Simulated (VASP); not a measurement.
# CuO: single point with PBEsol

The system is CuO.

```
Cu O
1.0
     2.34465   -1.71340    0.00000
     2.34465    1.71340    0.00000
    -0.86055    0.00000    5.05944
Cu O
2 2
Direct
  0.00320 0.49680 0.00000
  0.49680 0.00320 0.50000
  0.57140 0.40560 0.25370
  0.40560 0.57140 0.75370
```

```json
{
 "Program": "VASP 6.6.1",
 "Task": "single point",
 "Functional": "PBEsol",
 "Potentials or basis": "VASP PAW PBE potentials, release 64 (Cu, O)",
 "Cutoff": "520 eV",
 "k mesh": "16 × 16 × 8",
 "Occupations": "gaussian, width 0.2 eV",
 "Spin": "no spin polarisation",
 "Dipole correction": "no",
 "Further INCAR settings": "ALGO = Normal; EDIFF = 1e-06; NBANDS = 25"
}
```

```json
{
  "Pressure": "-2.0 GPa",
  "Largest force": "0.758 eV/Å",
  "Band gap on the k mesh": "zero (bands 17 and 18 overlap by 0.74 eV)"
}
```

Forces on the atoms (eV/Å):
```
Cu  -0.618  0.333  0.238
Cu  -0.618 -0.333  0.238
O    0.618  0.369 -0.238
O    0.618 -0.369 -0.238
```

Stress tensor (GPa, compression positive):
```
-2.37  0.00 -1.05
 0.00 -0.10  0.00
-1.05  0.00 -3.43
```

Levels at points of the mesh, in eV from the Fermi level:
```tsv
k point	band 13	band 14	band 15	band 16	band 17	band 18	band 19	band 20	band 21	band 22
(0.00, 0.00, 0.00)	-2.31	-2.21	-2.12	-1.63	0.22	0.92	1.65	5.92	8.10	13.23
(0.50, 0.00, 0.00)	-2.03	-1.58	-1.47	-1.39	-0.04	0.28	4.80	6.21	6.90	11.00
(0.50, 0.50, 0.00)	-2.12	-2.11	-1.69	-1.21	-0.64	1.06	3.26	6.95	8.47	9.93
(0.00, 0.00, 0.50)	-2.22	-2.22	-1.45	-1.45	0.24	0.24	3.86	3.86	11.57	11.57
(0.50, 0.00, 0.50)	-2.18	-2.14	-1.73	-1.59	-0.09	0.74	5.05	6.47	7.97	8.47
(0.50, 0.50, 0.50)	-1.64	-1.64	-1.29	-1.29	-0.43	-0.43	5.13	5.13	8.93	8.93
```

It took 5.1 min on 1 thread of AMD EPYC 9R45 96-Core Processor (Zen 5), on a shared host, peak memory 0.51 GiB.

Caveat: the PAW data sets were made with another functional, which shifts forces and pressure a little; semilocal functionals often make such compounds metallic where correlation or magnetic order opens a gap, which also shifts bond lengths. With open d or f shells a metallic result of PBEsol can be an artefact of self-interaction; +U or a hybrid may open a gap.
